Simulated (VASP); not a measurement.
# AlN (Fm-3m) in VASP: further runs

AlN is run at these levels: RPBE, BLYP, PBE; tasks: single point.

Everything below comes from runs of VASP 6.6.1. Logs are shortened: lines on timing, memory, paths and dates and some standing lists are left out, and cuts for length are marked.

### Step 1. The cell of the first run

It takes space group Fm-3m (No. 225, cubic). The conventional cell has a = 4.095 Å, b = 4.095 Å, c = 4.095 Å, α = 90.00°, β = 90.00°, γ = 90.00°. Al (site symmetry m-3m) has 6 N at 2.05 Å within 2.7 Å. N (site symmetry m-3m) has 6 Al at 2.05 Å within 2.7 Å.

### Step 2. Single point, RPBE

Contents of INCAR:

```
PREC = Accurate
ENCUT = 520
EDIFF = 1E-6
ISMEAR = -1
SIGMA = 0.05
LREAL = F
LASPH = T
NELM = 60
ALGO = Normal
ISIF = 2
LWAVE = F
LCHARG = F
GGA = RP
NBANDS = 11
```

Contents of KPOINTS:

```
Automatic mesh
0
Gamma
  11 11 11
```

Contents of POSCAR:

```
AlN
1.0
    0.0000000000      2.0477430409      2.0477430409
    2.0477430409      0.0000000000      2.0477430409
    2.0477430409      2.0477430409      0.0000000000
Al N
1 1
Direct
    0.5000000000      0.5000000000      0.5000000000
    0.0000000000      0.0000000000      0.0000000000
```

Potentials or basis: VASP PAW PBE potentials, release 64 (Al, N).

Run with:

```bash
cat potpaw_PBE.64/Al/POTCAR potpaw_PBE.64/N/POTCAR > POTCAR
mpirun -np 1 vasp_std > vasp.out
```

OUTCAR:

```text
PREC = Accurate
   ENCUT = 520
   EDIFF = 1E-6
   ISMEAR = -1
   LREAL = F
   LASPH = T
   NELM = 60
   ISIF = 2
   GGA = RP

 ion  position               nearest neighbor table
   1  0.500  0.500  0.500-   2 2.05   2 2.05   2 2.05   2 2.05   2 2.05   2 2.05
   2  0.000  0.000  0.000-   1 2.05   1 2.05   1 2.05   1 2.05   1 2.05   1 2.05

  LATTYP: Found a face centered cubic cell.
 ALAT       =     4.0954860818

  Lattice vectors:

 A1 = (   0.0000000000,   2.0477430409,   2.0477430409)
 A2 = (   2.0477430409,   0.0000000000,   2.0477430409)
 A3 = (   2.0477430409,   2.0477430409,   0.0000000000)

Analysis of symmetry for initial positions (statically):
=====================================================================
 Subroutine PRICEL returns:
 Original cell was already a primitive cell.

 Routine SETGRP: Setting up the symmetry group for a
 face centered cubic supercell.

 Subroutine GETGRP returns: Found 48 space group operations
 (whereof 48 operations were pure point group operations)
 out of a pool of 48 trial point group operations.

The static configuration has the point symmetry O_h .

Analysis of symmetry for dynamics (positions and initial velocities):
=====================================================================
 Subroutine PRICEL returns:
 Original cell was already a primitive cell.

 Routine SETGRP: Setting up the symmetry group for a
 face centered cubic supercell.

 Subroutine GETGRP returns: Found 48 space group operations
 (whereof 48 operations were pure point group operations)
 out of a pool of 48 trial point group operations.

The dynamic configuration has the point symmetry O_h .

 Subroutine INISYM returns: Found 48 space group operations
 (whereof 48 operations are pure point group operations),
 and found     1 'primitive' translations

----------------------------------------------------------------------------------------

                                     Primitive cell

  volume of cell :      17.1734

  direct lattice vectors                    reciprocal lattice vectors
     0.000000000  2.047743041  2.047743041    -0.244171261  0.244171261  0.244171261
     2.047743041  0.000000000  2.047743041     0.244171261 -0.244171261  0.244171261
     2.047743041  2.047743041  0.000000000     0.244171261  0.244171261 -0.244171261

  length of vectors
     2.895945981  2.895945981  2.895945981     0.422917029  0.422917029  0.422917029

  position of ions in fractional coordinates (direct lattice)
[... 86 lines left out ...]
   ISYM   =      2    0-nonsym 1-usesym 2-fastsym
   POTIM  = 0.5000    time-step for ionic-motion
   TEBEG  =    0.0;   TEEND  =   0.0 temperature during run
   PSTRESS=    0.0 pullay stress
   NELECT =       8.0000    total number of electrons
   NUPDOWN=      -1.0000    fix difference up-down
   EMIN   =  10.00;   EMAX   =-10.00  energy-range for DOS
   EFERMI =   0.00;   METHOD = LEGACY
   ISMEAR =    -1;   SIGMA  =   0.05  broadening in eV -4-tet -1-fermi 0-gaus
   EFERMI_NEDOS =   21; number of points for ismear=-14 and -15
   IALGO  =     38    algorithm
   IMIX   =      4    mixing-type and parameters
     AMIX     =   0.40;   BMIX     =  1.00
     AMIX_MAG =   1.60;   BMIX_MAG =  1.00
  volume/ion in A,a.u.               =       8.59        57.95
  Fermi-wavevector in a.u.,A,eV,Ry     =   1.269071  2.398197 21.912755  1.610542
  Thomas-Fermi vector in A             =   2.402132
   LORBIT       =      0    0 simple, 1 ext, 2 COOP (PROOUT), +10 PAW based schemes
   GGA     = RP    functional components
   LHFCALC =     F    Hartree Fock is set to
   AEXX    =    0.0000 exact exchange contribution
   IVDW    =     0    specifies the selected vdW correction
   LEPSILON=     F    determine dielectric tensor
   LRPA    =     F    only Hartree local field effects (RPA)
 non-spin polarized calculation
  energy-cutoff  :      520.00
  volume of cell :       17.17
 maximum number of plane-waves:       479
 NGX is ok and might be reduce to    24
   NGX = 11   NGY = 11   NGZ = 11

 number of electron       8.0000000 magnetization

 Free energy of the ion-electron system (eV)
  ---------------------------------------------------
  ext. energy  EPLUGINS =         0.00000000
  ---------------------------------------------------
  free energy    TOTEN  =       -13.78525997 eV

  energy without entropy =      -13.78525997  energy(sigma->0) =      -13.78525997

 E-fermi :  10.5230     XC(G=0): -12.0092

 val. band max:        9.5886134950   @ k =   0.0000   0.0000   0.0000
 cond. band min:      14.0690428263   @ k =   0.4545   0.4545   0.0000
 fundamental gap:      4.4804293313
 Fermi energy:        10.5229747838

 k-point     1 :       0.0000    0.0000    0.0000
  band No.  band energies     occupation
      1      -7.6699      2.00000
      2       9.5886      2.00000
      3       9.5886      2.00000
      4       9.5886      2.00000
      5      14.7425      0.00000
      6      21.6393      0.00000
      7      21.6393      0.00000
      8      21.6393      0.00000
      9      26.6649      0.00000
     10      27.0913      0.00000
     11      27.0913      0.00000
[... 309 lines left out ...]
 k-point    24 :      -0.1818    0.1818    0.0000
  band No.  band energies     occupation
      1      -6.0506      2.00000
      2       5.1656      2.00000
      3       7.1938      2.00000
      4       9.0801      2.00000
      5      17.6598      0.00000
      6      19.3677      0.00000
      7      20.5057      0.00000
      8      21.9853      0.00000
      9      23.9526      0.00000
     10      27.9104      0.00000
     11      29.3174      0.00000

 [... further k-points ...]

------------------------ aborting loop because EDIFF is reached ----------------------------------------

  FORCE on cell =-STRESS in cart. coord.  units (eV):
  Direction    XX          YY          ZZ          XY          YZ          ZX
  --------------------------------------------------------------------------------------
  -------------------------------------------------------------------------------------
  Total       -0.0754478     -0.0754478     -0.0754478     -0.0000000     -0.0000000      0.0000000
  in kB       -7.0388333     -7.0388333     -7.0388333     -0.0000000     -0.0000000      0.0000000
  external PRESSURE =      -7.0388333 kB  Pullay stress =       0.0000000 kB

 VOLUME and BASIS-vectors are now :
 -----------------------------------------------------------------------------
  energy-cutoff  :      520.00
  volume of cell :       17.17
      direct lattice vectors                 reciprocal lattice vectors
     0.000000000  2.047743041  2.047743041    -0.244171261  0.244171261  0.244171261
     2.047743041  0.000000000  2.047743041     0.244171261 -0.244171261  0.244171261
     2.047743041  2.047743041  0.000000000     0.244171261  0.244171261 -0.244171261

 POSITION                                       TOTAL-FORCE (eV/Angst)
 -----------------------------------------------------------------------------------
      2.04774      2.04774      2.04774        -0.000000     -0.000000     -0.000000
      0.00000      0.00000      0.00000         0.000000      0.000000      0.000000
 -----------------------------------------------------------------------------------
    total drift:                                0.000000     -0.000000     -0.000000

  FREE ENERGIE OF THE ION-ELECTRON SYSTEM (eV)
  ---------------------------------------------------
  free  energy   TOTEN  =       -13.7852599664 eV

  energy  without entropy=      -13.7852599663  energy(sigma->0) =      -13.78525997
```

OSZICAR:

```text
N       E                     dE             d eps       ncg     rms          rms(c)
DAV:   1     0.790102568491E+01    0.79010E+01   -0.40370E+03  1240   0.667E+02
DAV:   2    -0.147871954553E+02   -0.22688E+02   -0.21616E+02  1572   0.123E+02
DAV:   3    -0.154486527693E+02   -0.66146E+00   -0.66008E+00  1489   0.186E+01
DAV:   4    -0.154507705128E+02   -0.21177E-02   -0.21176E-02  1361   0.119E+00
DAV:   5    -0.154507867835E+02   -0.16271E-04   -0.16271E-04  1450   0.106E-01    0.757E+00
DAV:   6    -0.137946003862E+02    0.16562E+01   -0.73296E+00  1349   0.142E+01    0.285E+00
DAV:   7    -0.137871576896E+02    0.74427E-02   -0.17154E-01  1352   0.306E+00    0.183E+00
DAV:   8    -0.137854747699E+02    0.16829E-02   -0.18246E-02  1316   0.116E+00    0.314E-01
DAV:   9    -0.137851713694E+02    0.30340E-03   -0.15350E-03  1418   0.227E-01    0.154E-01
DAV:  10    -0.137852678240E+02   -0.96455E-04   -0.19060E-04  1363   0.104E-01    0.473E-02
DAV:  11    -0.137852605305E+02    0.72935E-05   -0.23133E-05  1460   0.260E-02    0.103E-02
DAV:  12    -0.137852599664E+02    0.56410E-06   -0.11566E-06   782   0.875E-03
   1 F= -.13785260E+02 E0= -.13785260E+02  d E =-.855677E-10
```

stdout:

```text
POSCAR found type information on POSCAR AlN
 POSCAR found :  2 types and       2 ions
 scaLAPACK will be used
 -----------------------------------------------------------------------------
|                                                                             |
|                                                                             |
|     You enforced a specific xc type in the INCAR file but a different       |
|     I HOPE YOU KNOW WHAT YOU ARE DOING!                                     |
|                                                                             |
 -----------------------------------------------------------------------------

 LDA part: xc-table for (Slater+PW92), standard interpolation
 POSCAR, INCAR and KPOINTS ok, starting setup
 FFT: planning ... GRIDC
 FFT: planning ... GRID_SOFT
 FFT: planning ... GRID
 WAVECAR not read
 entering main loop
```

Wall time 12 s (1 thread of Intel Xeon 8259CL, shared host); peak memory 0.14 GiB.

Results:

```
Free energy            : -13.7853 eV
Pressure               : -0.7 GPa
Band gap on the k mesh : 4.48 eV, indirect (least direct gap 5.15 eV)
```

Caveat: the PAW data sets were made with another functional, which shifts forces and pressure a little.

### Step 3. Single point, BLYP

This run uses another cell than the first one, of 8.42 Å³/atom, 0.981 times its volume.

Contents of INCAR:

```
SYSTEM = AlN
  AGGAC = 1.0
  AGGAX = 1.0
  ALDAC = 0.0
  ALDAX = 1.0
  ALGO = Normal
  EDIFF = 1E-7
  ENCUT = 520
  GGA = B5
  ISIF = 2
  ISMEAR = -1
  LASPH = .True.
  LCHARG = .True.
  LELF = .True.
  LREAL = .False.
  LVHAR = .True.
  LWAVE = .False.
  NBANDS = 11
  NELM = 100
  PREC = Accurate
  SIGMA = 0.05
```

Contents of KPOINTS:

```
k-points
0
Gamma
  11 11 11
  0 0 0
```

Contents of POSCAR:

```
AlN
1.0
    0.0000000000      2.0345180000      2.0345180000
    2.0345180000      0.0000000000      2.0345180000
    2.0345180000      2.0345180000      0.0000000000
Al N
1 1
Direct
    0.5000000000      0.5000000000      0.5000000000
    0.0000000000      0.0000000000      0.0000000000
```

Potentials or basis: VASP PAW PBE potentials, release 64 (Al, N).

Run with:

```bash
cat potpaw_PBE.64/Al/POTCAR potpaw_PBE.64/N/POTCAR > POTCAR
mpirun -np 1 vasp_std > vasp.out
```

Run time: 23 s. Hardware: 1 thread of Intel Xeon 8259CL, shared host; peak memory 0.14 GiB.

The run converged. Its results:

* Free energy: -13.3143 eV
* Pressure: 4.9 GPa
* Band gap on the k mesh: 4.65 eV, indirect (least direct gap 5.66 eV)

Levels at points of the mesh, in eV from the valence-band top:
```
           k point  band 1  band 2  band 3  band 4  band 5  band 6  band 7  band 8  band 9
(0.00, 0.00, 0.00)  -17.21    0.00    0.00    0.00    5.66   12.42   12.42   12.42   17.80
```

Caveat: the PAW data sets were made with another functional, which shifts forces and pressure a little.

### Step 4. Single point, BLYP

Contents of INCAR:

```
SYSTEM = AlN
PREC     = Accurate       ! precision mode
ENCUT    = 520            ! plane-wave cutoff, eV
EDIFF    = 1E-7           ! SCF threshold, eV
ISMEAR   = -1             ! smearing method
SIGMA    = 0.05           ! smearing width, eV
LREAL    = .False.        ! projectors in reciprocal space
LASPH    = .True.         ! aspherical terms in the spheres
NELM     = 60             ! most SCF steps
ALGO     = Normal         ! electronic algorithm
ISIF     = 2              ! what is computed and relaxed
LWAVE    = .False.        ! write WAVECAR
LCHARG   = .False.        ! write CHGCAR
GGA      = B5             ! functional
ALDAX    = 1.0          
AGGAX    = 1.0          
AGGAC    = 1.0          
ALDAC    = 0.0          
NBANDS   = 11             ! bands
```

Contents of KPOINTS:

```
Automatic mesh
0
Gamma
  11 11 11
  0 0 0
```

Contents of POSCAR:

```
AlN
1.0
    0.0000000000      2.0466947644      2.0466947644
    2.0466947644      0.0000000000      2.0466947644
    2.0466947644      2.0466947644      0.0000000000
Al N
1 1
Direct
    0.5000000000      0.5000000000      0.5000000000
    0.0000000000      0.0000000000      0.0000000000
```

Run with:

```bash
cat potpaw_PBE.64/Al/POTCAR potpaw_PBE.64/N/POTCAR > POTCAR
mpirun -np 1 vasp_std > vasp.out
```

It took 22 s on 1 thread of Intel Xeon 8259CL, shared host; peak memory 0.14 GiB.

Results (log left out):

* Free energy: -13.3194 eV
* Pressure: 0.4 GPa
* Band gap on the k mesh: 4.48 eV, indirect (least direct gap 5.41 eV)

Levels at points of the mesh, in eV from the valence-band top:
```tsv
k point	band 1	band 2	band 3	band 4	band 5	band 6	band 7	band 8
(0.00, 0.00, 0.00)	-17.06	0.00	0.00	0.00	5.40	12.36	12.36	12.36
```

Caveat: the PAW data sets were made with another functional, which shifts forces and pressure a little.

### Step 5. Single point, PBE

This run uses another cell than the first one, of 8.42 Å³/atom, 0.981 times its volume.

Contents of INCAR:

```
SYSTEM = AlN
PREC = Accurate
ENCUT = 520
EDIFF = 1E-7
ISMEAR = 0
SIGMA = 0.013000000000000001
LREAL = .False.
LASPH = .True.
NELM = 60
ALGO = Normal
ISIF = 2
LWAVE = .False.
LCHARG = .True.
GGA = PE
LELF = .True.
LVHAR = .True.
NBANDS = 11
```

KPOINTS is that of step 4.

Contents of POSCAR:

```
AlN
1.0
    0.0000000000      2.0345180000      2.0345180000
    2.0345180000      0.0000000000      2.0345180000
    2.0345180000      2.0345180000      0.0000000000
Al N
1 1
Direct
    0.5000000000      0.5000000000      0.5000000000
    0.0000000000      0.0000000000      0.0000000000
```

Run with:

```bash
cat potpaw_PBE.64/Al/POTCAR potpaw_PBE.64/N/POTCAR > POTCAR
mpirun -np 1 vasp_std > vasp.out
```

It took 17 s on 1 thread of Intel Xeon 8259CL, shared host; peak memory 0.13 GiB.

The run converged. Its results:

```
Free energy            : -14.5459 eV
Pressure               : 0.0 GPa
Band gap on the k mesh : 4.55 eV, indirect (least direct gap 5.41 eV)
```

Levels at points of the mesh, in eV from the valence-band top:
| k point | band 1 | band 2 | band 3 | band 4 | band 5 | band 6 | band 7 | band 8 |
| --- | --- | --- | --- | --- | --- | --- | --- | --- |
| (0.00, 0.00, 0.00) | -17.38 | 0.00 | 0.00 | 0.00 | 5.41 | 12.11 | 12.11 | 12.11 |

### Step 6. Single point, PBE

This run uses another cell than the first one, of 8.42 Å³/atom, 0.981 times its volume.

Contents of INCAR:

```
SYSTEM = AlN
ALGO = Normal ; EDIFF = 1E-7
ENCUT = 520 ; GGA = PE
ISIF = 2 ; ISMEAR = 0
LASPH = .TRUE. ; LCHARG = .FALSE.
LREAL = .FALSE. ; LWAVE = .FALSE.
NBANDS = 11 ; NELM = 100
PREC = Accurate ; SIGMA = 0.015
```

Contents of KPOINTS:

```
k-points
0
G
  11 11 11
  0 0 0
```

POSCAR is that of step 5.

Potentials or basis: VASP PAW PBE potentials, release 64 (Al, N).

Run with:

```bash
cat potpaw_PBE.64/Al/POTCAR potpaw_PBE.64/N/POTCAR > POTCAR
mpirun -np 1 vasp_std > vasp.out
```

It took 12 s on 1 thread of Intel Xeon 8259CL, shared host; peak memory 0.14 GiB.

The run converged. Its results:

| Property | Result |
| --- | --- |
| Free energy | -14.5459 eV |
| Pressure | 0.0 GPa |
| Band gap on the k mesh | 4.55 eV, indirect (least direct gap 5.41 eV) |

Levels at points of the mesh, in eV from the valence-band top:
| k point | band 1 | band 2 | band 3 | band 4 | band 5 | band 6 | band 7 | band 8 |
| --- | --- | --- | --- | --- | --- | --- | --- | --- |
| (0.00, 0.00, 0.00) | -17.38 | 0.00 | 0.00 | 0.00 | 5.41 | 12.11 | 12.11 | 12.11 |

A k mesh can miss the band edges.

### Step 7. Overview

```csv
level,cell,smearing,gap on the mesh (eV),pressure (GPa)
RPBE,"a = 2.896 Å, angles 60.0°, 2 atoms",fermi-dirac 0.05 eV,4.48,-0.7
BLYP,"a = 2.877 Å, angles 60.0°, 2 atoms",fermi-dirac 0.05 eV,4.65,4.9
BLYP,"a = 2.894 Å, angles 60.0°, 2 atoms",fermi-dirac 0.05 eV,4.48,0.4
PBE,"a = 2.877 Å, angles 60.0°, 2 atoms",gaussian 0.013 eV,4.55,0.0
PBE,"a = 2.877 Å, angles 60.0°, 2 atoms",gaussian 0.015 eV,4.55,0.0
```

Alike in all rows: task single point; potentials or basis VASP PAW PBE potentials, release 64 (Al, N); no spin polarisation; k mesh 11 × 11 × 11; cutoff (eV) 520.

Caveats: the PAW data sets were made with another functional, which shifts forces and pressure a little (some runs).

Total energies depend on the potentials used, so only differences within one code and one set of settings carry meaning.
